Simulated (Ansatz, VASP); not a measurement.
## LiH in VASP and in Ansatz

The input POSCAR:

```
LiH
1.0
    0.0000000000      2.0367500000      2.0367500000
    2.0367500000      0.0000000000      2.0367500000
    2.0367500000      2.0367500000      0.0000000000
Li H
1 1
Direct
    0.0000000000      0.0000000000      0.0000000000
    0.5000000000      0.5000000000      0.5000000000
```

File INCAR.step1:

```
PREC     = Accurate       # precision mode
ENCUT    = 600            # plane-wave cutoff, eV
ISMEAR   = -1             # smearing method
SIGMA    = 0.02           # smearing width, eV
LREAL    = False          # projectors in reciprocal space
LASPH    = True           # aspherical terms in the spheres
NELM     = 80             # most SCF steps
GGA      = PE             # functional
ALGO     = Normal         # electronic algorithm
EDIFF    = 1E-4           # SCF threshold, eV
LWAVE    = True           # write WAVECAR
LCHARG   = False          # write CHGCAR
```

INCAR.step2

```
PREC     = Accurate       # precision mode
ENCUT    = 600            # plane-wave cutoff, eV
EDIFF    = 1E-6           # SCF threshold, eV
ISMEAR   = -1             # smearing method
SIGMA    = 0.02           # smearing width, eV
LREAL    = False          # projectors in reciprocal space
LASPH    = True           # aspherical terms in the spheres
NELM     = 80             # most SCF steps
ALGO     = Normal         # electronic algorithm
ISIF     = 3              # what is computed and relaxed
LWAVE    = False          # write WAVECAR
LCHARG   = False          # write CHGCAR
METAGGA  = R2SCAN         # meta-GGA
LMIXTAU  = True         
IBRION   = 2              # ionic algorithm
NSW      = 80             # ionic steps
EDIFFG   = -0.01          # ionic threshold
ISTART   = 1
```

Contents of KPOINTS:

```
regular mesh
0
Gamma
  12 12 12
```

Input for Ansatz:

```yaml
crystal:
  lattice:
    - [0.0, 2.03675, 2.03675]
    - [2.03675, 0.0, 2.03675]
    - [2.03675, 2.03675, 0.0]
  atoms:
    - { symbol: Li, position: [0.0, 0.0, 0.0] }
    - { symbol: H, position: [0.5, 0.5, 0.5] }
  symmetry: { tolerance: 0.0003 }
hamiltonian:
  xc: r2scan
  pseudopotentials: { kind: paw, azcp: { folder: soft_1 } }
basis:
  ecutwfc: 500
magnetization:
  spin_polarized: false
scf:
  occupations: { method: fermi_dirac, width: 0.02 }
kpoints:
  mp_grid: { grid: [12, 12, 12], shift: [0, 0, 0] }
output:
  forces: true
  stress: true
  eigenvalues: true
relax:
  max_steps: 60
  cell: {}
```

Alike in both runs: task relaxation of cell and atoms; functional r2SCAN; k mesh 12 × 12 × 12; occupations fermi-dirac, width 0.02 eV; no spin polarisation.

```csv
,VASP,Ansatz
version,VASP 6.6.1,Ansatz 0.2.0
potentials or method,"VASP PAW PBE potentials, release 64 (Li_sv, H), cutoff 600 eV",PAW plane waves
valence electrons in the cell,4,4
```

```csv
,VASP,Ansatz,Ansatz less VASP
"gap on the k mesh at the Fermi level, each at its own relaxed structure (eV)",3.57,3.63,+0.057
relaxed volume (Å³/atom),7.96,8.02,+0.053
relaxed cell length with the largest relative difference (Å),2.824,2.831,+0.0062
```

VASP's potentials were made for PBE, not for r2SCAN.

Noted on VASP's run: the cutoff is short for stress, so the pressure is rough.
